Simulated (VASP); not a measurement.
Wanted: the native input for a VASP 6.6.1 run.

```
Task                   : single point
Functional             : PBE
Potentials or basis    : VASP PAW PBE potentials, release 64 (Bi_d, Te)
Cutoff                 : 520 eV
k mesh                 : 14 × 14 × 14
Occupations            : gaussian, width 0.15 eV
Spin                   : no spin polarisation
Dipole correction      : no
Further INCAR settings : ALGO = Normal; EDIFF = 1e-07; NBANDS = 18
```

The structure of BiTe lies in POSCAR:

```
BiTe
1.0
    0.0000000000      3.2350000000      3.2350000000
    3.2350000000      0.0000000000      3.2350000000
    3.2350000000      3.2350000000      0.0000000000
Bi Te
1 1
Direct
    0.0000000000      0.0000000000      0.0000000000
    0.5057959815      0.4942040185      0.5057959815
```

This cell differs from its parent crystal: all Te atoms moved +0.037 Å, as atom 2 along Cartesian [0 1 0].

The input as run:

INCAR

```
SYSTEM = BiTe
ALGO = Normal
EDIFF = 1E-7
ENCUT = 520
GGA = PE
ISIF = 2
ISMEAR = 0
LASPH = .True.
LCHARG = .False.
LREAL = .False.
LWAVE = .False.
NBANDS = 18
NELM = 80
PREC = Accurate
SIGMA = 0.15
```

KPOINTS

```
k-points
0
Gamma
  14 14 14
  0 0 0
```

Potentials or basis: VASP PAW PBE potentials, release 64 (Bi_d, Te).

Command:

```console
$ cat potpaw_PBE.64/Bi_d/POTCAR potpaw_PBE.64/Te/POTCAR > POTCAR
$ mpirun -np 1 vasp_std > vasp.out
```

Results of the run:

| Item | Value |
| --- | --- |
| Pressure | 0.7 GPa |
| Largest force | 0.093 eV/Å |

Caveat: the cell differs from its parent crystal (all Te atoms moved +0.037 Å, as atom 2 along Cartesian [0 1 0]).

Run time: 98 s on 1 thread of Intel(R) Xeon(R) 6975P-C (Granite Rapids), with other jobs on the host, peak memory 0.42 GiB.
